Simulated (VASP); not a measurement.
Zn: single point with PBEsol

The system is Zn.

```xyz
2
Lattice="2.6999 0.0000 0.0000 -1.3499 2.3382 0.0000 0.0000 0.0000 5.0118" Properties=species:S:1:pos:R:3 pbc="T T T"
Zn    0.0000    1.5588    1.2529
Zn    1.3499    0.7794    3.7588
```

This cell differs from its parent crystal: volume scaled by 1.04.

| Property | Result |
| --- | --- |
| Program | VASP 6.6.1 |
| Task | single point |
| Functional | PBEsol |
| Potentials or basis | VASP PAW PBE potentials, release 64 (Zn) |
| Cutoff | 520 eV |
| k mesh | 16 × 16 × 8 |
| Occupations | fermi-dirac, width 0.03 eV |
| Spin | no spin polarisation |
| Dipole correction | no |
| Further INCAR settings | ALGO = Normal; EDIFF = 1e-06; NBANDS = 19 |

```yaml
Pressure: -7.4 GPa
Band_gap_on_the_k_mesh: zero (band 12 reaches 3.88 eV, above the bottom of band 13 at -0.40 eV)
```

Stress tensor (GPa, compression positive):
```
-7.82  0.00  0.00
 0.00 -7.82  0.00
 0.00  0.00 -6.52
```

Levels at points of the mesh, in eV from the Fermi level:
| k point | band 8 | band 9 | band 10 | band 11 | band 12 | band 13 | band 14 | band 15 | band 16 | band 17 |
| --- | --- | --- | --- | --- | --- | --- | --- | --- | --- | --- |
| (0.00, 0.00, 0.00) | -7.24 | -7.24 | -7.05 | -7.05 | -3.50 | -3.11 | 13.21 | 16.79 | 16.83 | 16.83 |
| (0.50, 0.00, 0.00) | -7.06 | -6.88 | -6.86 | -2.78 | -2.20 | 2.47 | 3.44 | 3.79 | 5.56 | 9.82 |
| (0.00, 0.00, 0.50) | -7.51 | -7.13 | -7.13 | -7.13 | -7.13 | 4.41 | 4.41 | 18.07 | 18.07 | 18.07 |
| (0.50, 0.00, 0.50) | -7.07 | -6.87 | -6.87 | -1.80 | -1.80 | -0.03 | -0.03 | 9.81 | 9.81 | 11.56 |

It took 75 s on 1 thread of Intel(R) Xeon(R) Platinum 8375C CPU @ 2.90GHz (Ice Lake), with other jobs on the host, peak memory 0.19 GiB.

Caveat: the PAW data sets were made with another functional, which shifts forces and pressure a little.
